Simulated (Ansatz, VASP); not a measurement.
# One calculation of MgO, two programs

```xyz
4
Lattice="3.3723 0.0000 0.0000 -1.6861 2.9205 0.0000 0.0000 0.0000 4.8166" Properties=species:S:1:pos:R:3 pbc="T T T"
Mg    0.0000    1.9470   -0.0961
Mg    1.6861    0.9735    2.3122
O     0.0000    1.9470    1.9312
O     1.6861    0.9735    4.3395
```

Alike in both runs: task single point; functional PBEsol; k mesh 9 × 9 × 6; occupations gaussian, width 0.05 eV; no spin polarisation.

|  | VASP | Ansatz |
| --- | --- | --- |
| version | VASP 6.6.1 | Ansatz 0.2.0 |
| potentials or method | VASP PAW PBE potentials, release 64 (Mg, O), cutoff 520 eV | scalar-relativistic, plane waves, PAW |
| valence electrons in the cell | 16 | 32 |

VASP gave:

- gap on the k mesh at the Fermi level (eV): 3.10
- least direct gap on the mesh (eV): 3.10
- pressure (GPa): -2.2
- traceless stress, the component that is largest in VASP (GPa): -0.41
- rms of the force components (eV/Å): 0.024

**Question.** What did Ansatz give for the same quantities?

**Answer.** gap on the k mesh at the Fermi level (eV): 3.11; least direct gap on the mesh (eV): 3.11; pressure (GPa): -1.8; traceless stress, the component that is largest in VASP (GPa): -0.44; rms of the force components (eV/Å): 0.023.

VASP's potentials were made for PBE, not for PBEsol, and Ansatz warns of the same on its side. Atom by atom the forces differ by 0.001 eV/Å (rms over components). With one functional, cell and mesh, what is left measures potentials, basis and numerics. VASP's potentials hold 16 valence electrons a cell and Ansatz's 32, so a difference there can come from the potentials and not from the codes.
